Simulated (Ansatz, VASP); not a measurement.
# FePt: VASP beside Ansatz

```
Pt Fe
1.0
     2.72350    0.00000    0.00000
     0.00000    2.72350    0.00000
     0.00000    0.00000    3.72000
Pt Fe
1 1
Direct
  0.50000 0.50000 0.50000
  0.00000 0.00000 0.00000
```

Alike in both runs: task relaxation of cell and atoms; functional BLYP; k mesh 10 × 10 × 7; occupations fermi-dirac, width 0.05 eV; collinear spin.

|  | VASP | Ansatz |
| --- | --- | --- |
| version | VASP 6.6.1 | Ansatz 0.2.0 |
| potentials or method | VASP PAW PBE potentials, release 64 (Pt, Fe) | Ansatz PAW |
| plane-wave cutoff (eV) | 600 | 420 |
| valence electrons in the cell | 18 | 34 |

Ansatz gave:

```
gap on the k mesh at the Fermi level, each at its own relaxed structure (eV) : none
net moment per atom (μB)                                                     : 1.66
size of the moment on the site where the two differ most (μB)                : 0.39
relaxed volume (Å³/atom)                                                     : 14.78
relaxed length of the cell vector where the two differ most in proportion (Å)              : 3.805
```

Problem. What did VASP give for the same quantities?

Solution. gap on the k mesh at the Fermi level, each at its own relaxed structure (eV): none; net moment per atom (μB): 1.66; size of the moment on the site where the two differ most (μB): 0.35; relaxed volume (Å³/atom): 14.83; relaxed length of the cell vector where the two differ most in proportion (Å): 3.811.

VASP's potentials were made for PBE, not for BLYP. Site moments also hang on the region over which each program counts them. A gap of «none» marks a metal or a gap that the smearing closes. VASP's potentials hold 18 valence electrons a cell and Ansatz's 34, so a difference there can come from the potentials and not from the codes.

Neither program's run includes spin-orbit coupling. Noted on Ansatz's run: the plane-wave basis is chosen anew once the cell has moved, so the energies of steps on either side of that aren't comparable.
